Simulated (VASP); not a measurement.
A run of VASP 6.6.1 is set up as follows.

INCAR

```
SYSTEM = Be
  PREC = Accurate
  ENCUT = 520
  EDIFF = 1E-6
  ISMEAR = -1
  SIGMA = 0.05
  LREAL = .False.
  LASPH = .True.
  NELM = 80
  ALGO = Normal
  ISIF = 2
  LWAVE = .False.
  LCHARG = .False.
  GGA = CA
  NBANDS = 9
```

The input KPOINTS:

```
regular mesh
0
Gamma
  18 18 18
  0 0 0
```

POSCAR

```
Be
1.0
    0.0000000000      1.8209640268      1.8209640268
    1.8209640268      0.0000000000      1.8209640268
    1.8209640268      1.8209640268      0.0000000000
Be
2
Direct
   -0.1250000000     -0.1250000000     -0.1250000000
    0.1250000000      0.1250000000      0.1250000000
```

Potentials or basis: VASP PAW LDA potentials, release 64 (Be).

Command:

```console
$ cat potpaw_LDA.64/Be/POTCAR > POTCAR
$ mpirun -np 1 vasp_std > vasp.out
```

**Question.** Estimate the pressure.

**Answer.** 161.7 GPa.

**Question.** Estimate the band gap on the k mesh.

**Answer.** Zero (band 2 reaches 16.93 eV, above the bottom of band 3 at 7.05 eV).
